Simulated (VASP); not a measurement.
A run of VASP 6.6.1:

POSCAR

```
Au
1.0
    2.7484100000      0.0000000000      0.0000000000
    0.0000000000      2.7484100000      0.0000000000
    0.0000000000      0.0000000000      2.7484100000
Au
1
Direct
    0.5000000000      0.5000000000      0.5000000000
```

The input INCAR.step1:

```
SYSTEM = Au
PREC = Accurate
ENCUT = 540
EDIFF = 1E-5
ISMEAR = -1
SIGMA = 0.05
LREAL = .False.
LASPH = .True.
NELM = 120
ALGO = Normal
LWAVE = .True.
LCHARG = .False.
GGA = PE
NBANDS = 16
GGA_COMPAT = .False.
IBRION = 2
ISIF = 3
EDIFFG = -0.005
NELMIN = 4
NSW = 100
```

File INCAR.step2:

```
SYSTEM = Au
PREC = Accurate
ENCUT = 540
EDIFF = 1E-7
ISMEAR = -1
SIGMA = 0.05
LREAL = .False.
LASPH = .True.
NELM = 120
ALGO = Normal
ISIF = 3
LWAVE = .False.
LCHARG = .False.
GGA = B3
LHFCALC = .True.
AEXX = 0.2
AGGAX = 0.72
AGGAC = 0.81
ALDAC = 0.19
PRECFOCK = Normal
IBRION = 2
NSW = 60
EDIFFG = -0.01
ISTART = 1
GGA_COMPAT = .False.
NELMIN = 4
```

The input KPOINTS:

```
regular mesh
0
Gamma
  5 5 5
  0 0 0
```

Potentials or basis: VASP PAW PBE potentials, release 64 (Au_sv_GW).

Run with:

```bash
$ cat potpaw_PBE.64/Au_sv_GW/POTCAR > POTCAR
$ cp INCAR.step1 INCAR
$ mpirun -np 1 vasp_std > vasp.out
$ cp INCAR.step2 INCAR
$ mpirun -np 1 vasp_std > vasp.out
```

Hardware: 1 thread of Intel(R) Xeon(R) Platinum 8375C CPU @ 2.90GHz (Ice Lake) (shared host).

Estimate the wall time of this run.

Wall time 13 min on 1 thread of Intel(R) Xeon(R) Platinum 8375C CPU @ 2.90GHz (Ice Lake), on a shared host, peak memory 0.16 GiB. Counts: k points 10, ion steps 3.
